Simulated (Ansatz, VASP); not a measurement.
# One calculation of TePb, two programs

```
CELL_PARAMETERS angstrom
0.00000 2.98298 2.98298
2.98298 0.00000 2.98298
2.98298 2.98298 0.00000
ATOMIC_POSITIONS crystal
Pb 0.00000 0.00000 0.00000
Te 0.25000 0.25000 0.25000
```

Change from the starting cell: volume scaled by 0.55, PAW files.

Alike in both runs: task single point; functional r2SCAN; k mesh 12 × 12 × 12; occupations fermi-dirac, width 0.05 eV; no spin polarisation.

|  | VASP | Ansatz |
| --- | --- | --- |
| version | VASP 6.6.1 | Ansatz 0.2.0 |
| potentials or method | VASP PAW PBE potentials, release 64 (Pb_d, Te) | PAW with Ansatz's default frozen-core files, scalar-relativistic |
| plane-wave cutoff (eV) | 520 | 500 |
| valence electrons in the cell | 20 | 30 |

VASP gave:

```
pressure (GPa) : 52.9
```

Estimate Ansatz's values.

pressure (GPa): 53.0.

VASP's potentials were made for PBE, not for r2SCAN. Both programs put the cell under a high pressure, so it lies far from rest at this level. The functional is the same, so the differences come from potentials, cutoffs and numerics. VASP's potentials hold 20 valence electrons a cell and Ansatz's 30, so a difference there can come from the potentials and not from the codes.

Spin-orbit coupling is off throughout.
